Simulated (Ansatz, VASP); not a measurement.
## InP: VASP beside Ansatz

POSCAR

```
InP
1.0
    0.0000000000      2.9305000000      3.0184150000
    2.9305000000      0.0000000000      3.0184150000
    2.9305000000      2.9305000000      0.0000000000
In P
1 1
Direct
    0.0000000000      0.0000000000      0.0000000000
    0.7500000000      0.7500000000      0.7500000000
```

INCAR.step1

```
SYSTEM = InP
  ALGO = Normal
  EDIFF = 1E-4
  ENCUT = 520
  GGA = PE
  ISMEAR = 0
  LASPH = .TRUE.
  LCHARG = .FALSE.
  LREAL = .FALSE.
  LWAVE = .TRUE.
  NBANDS = 16
  NELM = 80
  PREC = Accurate
  SIGMA = 0.05
```

INCAR.step2

```
SYSTEM = InP
  ALGO = Normal
  EDIFF = 1E-6
  ENCUT = 520
  ISIF = 2
  ISMEAR = 0
  ISTART = 1
  LASPH = .TRUE.
  LCHARG = .TRUE.
  LELF = .TRUE.
  LMIXTAU = .TRUE.
  LREAL = .FALSE.
  LVHAR = .TRUE.
  LWAVE = .FALSE.
  METAGGA = R2SCAN
  NBANDS = 16
  NELM = 80
  PREC = Accurate
  SIGMA = 0.05
```

The input KPOINTS:

```
k-points
0
G
  8 8 8
  0 0 0
```

Input for Ansatz:

```yaml
crystal:
  lattice:
    - [0.0, 2.9305, 3.018415]
    - [2.9305, 0.0, 3.018415]
    - [2.9305, 2.9305, 0.0]
  atoms:
    - { symbol: In, position: [0.0, 0.0, 0.0] }
    - { symbol: P, position: [0.75, 0.75, 0.75] }
basis:
  ecutwfc: 500
kpoints:
  mp_grid: { grid: [8, 8, 8] }
hamiltonian:
  xc: r2scan
scf:
  occupations: { method: gaussian, width: 0.05 }
output:
  forces: true
  stress: true
  eigenvalues: true
```

Change from the starting cell: strain +0.000 along x and y, +0.030 along z, atoms carried along.

Alike in both runs: task single point; functional r2SCAN; k mesh 8 × 8 × 8; occupations gaussian, width 0.05 eV; no spin polarisation.

```csv
,VASP,Ansatz
version,VASP 6.6.1,Ansatz 0.2.0
potentials or method,"VASP PAW PBE potentials, release 64 (In_d, P), cutoff 520 eV","scalar-relativistic, plane waves, PAW"
valence electrons in the cell,18,18
```

|  | VASP | Ansatz | Ansatz less VASP |
| --- | --- | --- | --- |
| gap on the k mesh at the Fermi level (eV) | 0.94 | 0.94 | -0.003 |
| least direct gap on the mesh (eV) | 0.94 | 0.94 | -0.003 |
| pressure (GPa) | -0.5 | -0.4 | +0.10 |
| traceless stress, the component that is largest in VASP (GPa) | -0.94 | -0.93 | +0.008 |

VASP's potentials were made for PBE, not for r2SCAN.
